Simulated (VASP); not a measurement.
# TaN (P6_3mc) in VASP: notebook

TaN is run at these levels: PBE; tasks: single point.

Program: VASP 6.6.1. These are calculated values, not measurements. Logs are shortened: lines on timing, memory, paths and dates and some standing lists are left out, and cuts for length are marked.

### Step 1. The cell of the first run

It takes space group P6_3mc (No. 186, hexagonal). The conventional cell has a = 2.973 Å, b = 2.973 Å, c = 6.038 Å, α = 90.00°, β = 90.00°, γ = 120.00°. Ta (site symmetry 3m) has 4 N at 1.91 to 2.04 Å within 2.5 Å. N (site symmetry 3m) has 4 Ta at 1.91 to 2.04 Å within 2.5 Å.

### Step 2. Single point, PBE (11.56 Å³/atom)

INCAR

```
  ALGO = Normal
  EDIFF = 1E-6
  ENCUT = 700
  GGA = PE
  GGA_COMPAT = F
  ISIF = 2
  ISMEAR = 0
  LASPH = T
  LCHARG = F
  LREAL = F
  LWAVE = F
  NBANDS = 26
  NELM = 120
  PREC = Accurate
  SIGMA = 0.1
```

KPOINTS

```
k-points
0
Gamma
  18 18 8
```

POSCAR

```
TaN
1.0
    2.9730493232      0.0000000000      0.0000000000
   -1.4865246616      2.5747362406      0.0000000000
    0.0000000000      0.0000000000      6.0381890934
Ta N
2 2
Direct
    0.3333333333      0.6666666667      0.0340158079
    0.6666666667      0.3333333333      0.5340158079
    0.3333333333      0.6666666667      0.3509841921
    0.6666666667      0.3333333333      0.8509841921
```

Potentials or basis: VASP PAW PBE potentials, release 64 (Ta_sv_GW, N).

The run is started by

```console
$ cat potpaw_PBE.64/Ta_sv_GW/POTCAR potpaw_PBE.64/N/POTCAR > POTCAR
$ mpirun -np 1 vasp_std > vasp.out
```

OUTCAR:

```text
EDIFF = 1E-6
   ENCUT = 700
   GGA = PE
   ISIF = 2
   ISMEAR = 0
   LASPH = T
   LREAL = F
   NELM = 120
   PREC = Accurate

 ion  position               nearest neighbor table
   1  0.333  0.667  0.034-   3 1.91   4 2.04   4 2.04   4 2.04
   2  0.667  0.333  0.534-   4 1.91   3 2.04   3 2.04   3 2.04
   3  0.333  0.667  0.351-   1 1.91   2 2.04   2 2.04   2 2.04
   4  0.667  0.333  0.851-   2 1.91   1 2.04   1 2.04   1 2.04

  LATTYP: Found a hexagonal cell.
 ALAT       =     2.9730493232
 C/A-ratio  =     2.0309750821

  Lattice vectors:

 A1 = (   2.9730493232,   0.0000000000,   0.0000000000)
 A2 = (  -1.4865246616,   2.5747362406,   0.0000000000)
 A3 = (   0.0000000000,   0.0000000000,   6.0381890934)

Analysis of symmetry for initial positions (statically):
=====================================================================
 Subroutine PRICEL returns:
 Original cell was already a primitive cell.

 Routine SETGRP: Setting up the symmetry group for a
 hexagonal supercell.

 Subroutine GETGRP returns: Found 12 space group operations
 (whereof  6 operations were pure point group operations)
 out of a pool of 24 trial point group operations.

The static configuration has the point symmetry C_3v.
 The point group associated with its full space group is C_6v.

Analysis of symmetry for dynamics (positions and initial velocities):
=====================================================================
 Subroutine PRICEL returns:
 Original cell was already a primitive cell.

 Routine SETGRP: Setting up the symmetry group for a
 hexagonal supercell.

 Subroutine GETGRP returns: Found 12 space group operations
 (whereof  6 operations were pure point group operations)
 out of a pool of 24 trial point group operations.

The dynamic configuration has the point symmetry C_3v.
 The point group associated with its full space group is C_6v.

 Subroutine INISYM returns: Found 12 space group operations
 (whereof  6 operations are pure point group operations),
 and found     1 'primitive' translations

----------------------------------------------------------------------------------------

                                     Primitive cell

  volume of cell :      46.2212

  direct lattice vectors                    reciprocal lattice vectors
     2.973049323  0.000000000  0.000000000     0.336354998  0.194194649  0.000000000
    -1.486524662  2.574736241  0.000000000     0.000000000  0.388389298  0.000000000
     0.000000000  0.000000000  6.038189093     0.000000000  0.000000000  0.165612568

  length of vectors
     2.973049323  2.973049323  6.038189093     0.388389298  0.388389298  0.165612568

  position of ions in fractional coordinates (direct lattice)
     0.333333333  0.666666667  0.034015808
     0.666666667  0.333333333  0.534015808
     0.333333333  0.666666667  0.350984192
     0.666666667  0.333333333  0.850984192

  ion indices of the primitive-cell ions
   primitive index   ion index
                 1           1
                 2           2
                 3           3
                 4           4

----------------------------------------------------------------------------------------

 KPOINTS: k-points

Automatic generation of k-mesh.
 Grid dimensions read from file:
 generate k-points for:   18   18    8

 Generating k-lattice:

  Cartesian coordinates                     Fractional coordinates (reciprocal lattice)
     0.018686389  0.010788592  0.000000000     0.055555556 -0.000000000  0.000000000
     0.000000000  0.021577183  0.000000000     0.000000000  0.055555556  0.000000000
     0.000000000  0.000000000  0.020701571     0.000000000  0.000000000  0.125000000

  Length of vectors
     0.021577183  0.021577183  0.020701571

  Shift w.r.t. Gamma in fractional coordinates (k-lattice)
     0.000000000  0.000000000  0.000000000

 Subroutine IBZKPT returns following result:
 ===========================================

 Found    185 irreducible k-points:

 Following reciprocal coordinates:
            Coordinates               Weight
  0.000000  0.000000  0.000000      1.000000
  0.055556  0.000000  0.000000      6.000000
  0.111111  0.000000  0.000000      6.000000
  0.166667  0.000000  0.000000      6.000000
  0.222222  0.000000  0.000000      6.000000
  0.277778  0.000000  0.000000      6.000000
[... 16 lines left out ...]
  0.333333  0.111111  0.000000     12.000000
  0.388889  0.111111  0.000000     12.000000
 [... further k-points ...]
   k-points           NKPTS =    185   k-points in BZ     NKDIM =    185   number of bands    NBANDS=     26
   number of dos      NEDOS =    301   number of ions     NIONS =      4
   total plane-waves  NPLWV =  42336
   dimension x,y,z NGX =    28 NGY =   28 NGZ =   54
   dimension x,y,z NGXF=    56 NGYF=   56 NGZF=  108
   ions per type =               2   2
   NGX,Y,Z   is equivalent  to a cutoff of  15.66, 15.66, 14.87 a.u.
   NGXF,Y,Z  is equivalent  to a cutoff of  31.31, 31.31, 29.74 a.u.
 SYSTEM =  unknown system
   PREC   = accura    normal or accurate (medium, high low for compatibility)
   ISTART =      0    job   : 0-new  1-cont  2-samecut
   ICHARG =      2    charge: 1-file 2-atom 10-const
   ISPIN  =      1    spin polarized calculation?
   LNONCOLLINEAR =      F non collinear calculations
   LSORBIT =      F    spin-orbit coupling
   LASPH  =      T    aspherical Exc in radial PAW
   ENCUT  =  700.0 eV  51.45 Ry    7.17 a.u.   6.41  6.41 13.03*2*pi/ulx,y,z
   NELM   =    120;   NELMIN=  2; NELMDL= -5     # of ELM steps
   EDIFF  = 0.1E-05   stopping-criterion for ELM
   LREAL  =      F    real-space projection
   EDIFFG = 0.1E-04   stopping-criterion for IOM
   NSW    =      0    number of steps for IOM
   IBRION =     -1    ionic relax: 0-MD 1-quasi-New 2-CG
   NFREE  =      0    steps in history (QN), initial steepest desc. (CG)
   ISIF   =      2    stress and relaxation
   ISYM   =      2    0-nonsym 1-usesym 2-fastsym
   POTIM  = 0.5000    time-step for ionic-motion
   TEBEG  =    0.0;   TEEND  =   0.0 temperature during run
   PSTRESS=    0.0 pullay stress
   NELECT =      36.0000    total number of electrons
   NUPDOWN=      -1.0000    fix difference up-down
   EMIN   =  10.00;   EMAX   =-10.00  energy-range for DOS
   EFERMI =   0.00;   METHOD = LEGACY
   ISMEAR =     0;   SIGMA  =   0.10  broadening in eV -4-tet -1-fermi 0-gaus
   EFERMI_NEDOS =   21; number of points for ismear=-14 and -15
   IALGO  =     38    algorithm
   IMIX   =      4    mixing-type and parameters
     AMIX     =   0.40;   BMIX     =  1.00
     AMIX_MAG =   1.60;   BMIX_MAG =  1.00
  volume/ion in A,a.u.               =      11.56        77.98
  Fermi-wavevector in a.u.,A,eV,Ry     =   1.506243  2.846387 30.868476  2.268769
  Thomas-Fermi vector in A             =   2.616986
   LORBIT       =      0    0 simple, 1 ext, 2 COOP (PROOUT), +10 PAW based schemes
   GGA     = PE    functional components
   LHFCALC =     F    Hartree Fock is set to
   AEXX    =    0.0000 exact exchange contribution
   IVDW    =     0    specifies the selected vdW correction
   LEPSILON=     F    determine dielectric tensor
   LRPA    =     F    only Hartree local field effects (RPA)
 non-spin polarized calculation
 Gauss-broadening in eV      SIGMA  =   0.10
  energy-cutoff  :      700.00
  volume of cell :       46.22
 maximum number of plane-waves:      1986
 NGX is ok and might be reduce to    28
   NGX = 13   NGY = 13   NGZ = 27

 number of electron      35.9999998 magnetization

 Free energy of the ion-electron system (eV)
  ---------------------------------------------------
  ext. energy  EPLUGINS =         0.00000000
  ---------------------------------------------------
  free energy    TOTEN  =       -47.72206823 eV

  energy without entropy =      -47.71885445  energy(sigma->0) =      -47.72046134

 E-fermi :  11.4841     XC(G=0): -13.0959

 val. band max:       11.4826788854   @ k =   0.1111   0.0000   0.3750
 cond. band min:      11.5035383396   @ k =   0.0556   0.0556   0.3750
 fundamental gap:      0.0208594542
 Fermi energy:        11.4841359064

 k-point     1 :       0.0000    0.0000    0.0000
  band No.  band energies     occupation
      1     -56.9184      2.00000
      2     -56.9033      2.00000
      3     -24.0200      2.00000
      4     -23.5369      2.00000
      5     -23.0751      2.00000
      6     -23.0751      2.00000
[... 18 lines left out ...]
     25      17.4018      0.00000
     26      18.7987      0.00000

 k-point     2 :       0.0556    0.0000    0.0000
  band No.  band energies     occupation
      1     -56.9163      2.00000
      2     -56.9015      2.00000
      3     -24.0120      2.00000
      4     -23.5351      2.00000
      5     -23.1050      2.00000
      6     -23.0822      2.00000
[... 18 lines left out ...]
     25      17.6430      0.00000
     26      18.6244      0.00000

 k-point     3 :       0.1111    0.0000    0.0000
  band No.  band energies     occupation
      1     -56.9101      2.00000
      2     -56.8960      2.00000
      3     -23.9890      2.00000
      4     -23.5303      2.00000
      5     -23.1905      2.00000
      6     -23.1593      2.00000
[... 18 lines left out ...]
     25      18.2848      0.00000
     26      18.3550      0.00000

 k-point     4 :       0.1667    0.0000    0.0000
  band No.  band energies     occupation
      1     -56.9007      2.00000
      2     -56.8876      2.00000
      3     -23.9533      2.00000
      4     -23.5243      2.00000
      5     -23.3192      2.00000
      6     -23.2908      2.00000
[... 18 lines left out ...]
     25      18.1383      0.00000
     26      19.1714      0.00000
[... 496 lines left out ...]
      1     -56.8615      2.00000
      2     -56.8535      2.00000
      3     -23.8502      2.00000
      4     -23.7755      2.00000
      5     -23.7045      2.00000
      6     -23.5075      2.00000
[... 18 lines left out ...]
     25      18.3596      0.00000
     26      19.2663      0.00000

 k-point    23 :       0.3333    0.1111    0.0000
  band No.  band energies     occupation
      1     -56.8522      2.00000
      2     -56.8459      2.00000
      3     -23.9185      2.00000
      4     -23.8717      2.00000
      5     -23.6975      2.00000
      6     -23.5140      2.00000
[... 18 lines left out ...]
     25      18.4309      0.00000
     26      18.6097      0.00000

 k-point    24 :       0.3889    0.1111    0.0000
  band No.  band energies     occupation
      1     -56.8459      2.00000
      2     -56.8410      2.00000
      3     -23.9798      2.00000
      4     -23.9341      2.00000
      5     -23.6701      2.00000
      6     -23.5229      2.00000
[... 18 lines left out ...]
     25      17.8646      0.00000
     26      18.6007      0.00000

 [... further k-points ...]

------------------------ aborting loop because EDIFF is reached ----------------------------------------

  FORCE on cell =-STRESS in cart. coord.  units (eV):
  Direction    XX          YY          ZZ          XY          YZ          ZX
  --------------------------------------------------------------------------------------
  -------------------------------------------------------------------------------------
  Total       11.2095463     11.2095463     11.4050765      0.0000000      0.0000000      0.0000000
  in kB      388.5590679    388.5590679    395.3367759      0.0000000      0.0000000      0.0000000
  external PRESSURE =     390.8183039 kB  Pullay stress =       0.0000000 kB

 VOLUME and BASIS-vectors are now :
 -----------------------------------------------------------------------------
  energy-cutoff  :      700.00
  volume of cell :       46.22
      direct lattice vectors                 reciprocal lattice vectors
     2.973049323  0.000000000  0.000000000     0.336354998  0.194194649  0.000000000
    -1.486524662  2.574736241  0.000000000     0.000000000  0.388389298  0.000000000
     0.000000000  0.000000000  6.038189093     0.000000000  0.000000000  0.165612568

 POSITION                                       TOTAL-FORCE (eV/Angst)
 -----------------------------------------------------------------------------------
     -0.00000      1.71649      0.20539        -0.000000      0.000000     -0.009615
      1.48652      0.85825      3.22449         0.000000     -0.000000     -0.009615
     -0.00000      1.71649      2.11931         0.000000      0.000000      0.009615
      1.48652      0.85825      5.13840         0.000000     -0.000000      0.009615
 -----------------------------------------------------------------------------------
    total drift:                               -0.000001      0.000000     -0.000139

  FREE ENERGIE OF THE ION-ELECTRON SYSTEM (eV)
  ---------------------------------------------------
  free  energy   TOTEN  =       -47.7220682261 eV

  energy  without entropy=      -47.7188544478  energy(sigma->0) =      -47.72046134
```

Wall time 6 min (1 thread of AMD EPYC 7R13 (Zen 3), shared host); peak memory 0.41 GiB.

What came out:

| Quantity | Value |
| --- | --- |
| Free energy | -47.7221 eV |
| Pressure | 39.1 GPa |
| Largest force | 0.010 eV/Å |
| Band gap on the k mesh | zero (bands 18 and 19 overlap by 0.15 eV) |

Forces on the atoms (eV/Å):
```
Ta   0.000  0.000 -0.010
Ta   0.000  0.000 -0.010
N    0.000  0.000  0.010
N    0.000  0.000  0.010
```

Levels at points of the mesh, in eV from the Fermi level:
```tsv
k point	band 16	band 17	band 18	band 19	band 20	band 21
(0.00, 0.00, 0.00)	-4.52	-1.05	-0.73	0.32	0.32	2.68
(0.50, 0.00, 0.00)	-3.66	-2.84	-0.34	1.35	2.64	3.13
(0.00, 0.00, 0.50)	-5.05	-0.02	-0.02	1.17	1.17	1.17
(0.50, 0.00, 0.50)	-4.94	-1.22	-1.22	1.81	1.81	4.31
```

Caveat: the cell stands under pressure; spin-orbit coupling is left out, which moves the levels of the heavy elements.

[end of part 1 of 2]

The gap in the log of VASP goes by the Fermi energy; the results here count the filled bands.